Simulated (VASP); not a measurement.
Wanted: the native input for a VASP 6.6.1 run.

* Task: single point
* Functional: BLYP
* Potentials or basis: VASP PAW PBE potentials, release 64 (Al)
* Cutoff: 520 eV
* k mesh: 9 × 9 × 12
* Occupations: fermi-dirac, width 0.1 eV
* Spin: no spin polarisation
* Dipole correction: no
* Further INCAR settings: ALGO = Normal; EDIFF = 1e-06; NBANDS = 12

The structure of Al lies in POSCAR:

```
Al
1.0
    4.7365977671      0.0000000000      0.0000000000
   -2.3682988836      4.1020139938      0.0000000000
    0.0000000000      0.0000000000      2.9698221541
Al
3
Direct
    0.0000000000      1.0000000000      0.0000000000
    0.3333333333      0.6666666667      0.5000000000
    0.6666666667      0.3333333333      0.5000000000
```

This cell differs from its parent crystal: volume scaled by 1.04.

These files were run (other wordings do the same):

INCAR

```
PREC = Accurate ; ENCUT = 520
EDIFF = 1E-6 ; ISMEAR = -1
SIGMA = 0.1 ; LREAL = False
LASPH = True ; NELM = 60
ALGO = Normal ; ISIF = 2
LWAVE = False ; LCHARG = False
GGA = B5 ; ALDAX = 1.0
AGGAX = 1.0 ; AGGAC = 1.0
ALDAC = 0.0 ; NBANDS = 12
```

KPOINTS

```
Automatic mesh
0
Gamma
  9 9 12
```

Potentials or basis: VASP PAW PBE potentials, release 64 (Al).

Command:

```bash
$ cat potpaw_PBE.64/Al/POTCAR > POTCAR
$ mpirun -np 1 vasp_std > vasp.out
```

Results of the run:

```
Pressure : -1.6 GPa
```

Caveat: the PAW data sets were made with another functional, which shifts forces and pressure a little.

It took 40 s on 1 thread of Intel Xeon 6975P-C (shared host), peak memory 0.19 GiB.
